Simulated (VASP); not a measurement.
Set up this calculation in VASP 6.6.1, as the native input.

```yaml
Task: single point
Functional: PBEsol
Potentials_or_basis: VASP PAW PBE potentials, release 64 (Ta_pv, Si)
Cutoff: 520 eV
k_mesh: 7 × 7 × 4
Occupations: fermi-dirac, width 0.05 eV
Spin: no spin polarisation
Dipole_correction: no
Further_INCAR_settings: ALGO = Normal; EDIFF = 1e-07; NBANDS = 38
```

The structure of TaSi2 lies in POSCAR:

```
TaSi2
1.0
    4.7565566167      0.0000000000      0.0000000000
   -2.3782783084      4.1192988646      0.0000000000
    0.0000000000      0.0000000000      6.5650487537
Ta Si
3 6
Direct
    0.0000000000      0.5000000000      0.1666666667
    0.5000000000      0.5000000000      0.8333333333
    0.5000000000      0.0000000000      0.5000000000
    0.3191775279      0.1595887640      0.1666666667
    0.1595887640      0.8404112360      0.8333333333
    0.8404112360      0.6808224721      0.5000000000
    0.6808224721      0.8404112360      0.1666666667
    0.8404112360      0.1595887640      0.8333333333
    0.1595887640      0.3191775279      0.5000000000
```

One way to write it, as run:

INCAR

```
  PREC = Accurate
  ENCUT = 520
  EDIFF = 1E-7
  ISMEAR = -1
  SIGMA = 0.05
  LREAL = F
  LASPH = T
  NELM = 100
  ALGO = Normal
  ISIF = 2
  LWAVE = F
  LCHARG = F
  GGA = PS
  NBANDS = 38
```

KPOINTS

```
Automatic mesh
0
Gamma
  7 7 4
```

Potentials or basis: VASP PAW PBE potentials, release 64 (Ta_pv, Si).

The run is started by

```bash
$ cat potpaw_PBE.64/Ta_pv/POTCAR potpaw_PBE.64/Si/POTCAR > POTCAR
$ mpirun -np 1 vasp_std > vasp.out
```

Results of the run:

* Pressure: 0.3 GPa

Caveat: the PAW data sets were made with another functional, which shifts forces and pressure a little.

Run time: 110 s on 1 thread of Intel(R) Xeon(R) Platinum 8375C CPU @ 2.90GHz (Ice Lake), with other jobs on the host, peak memory 0.28 GiB.
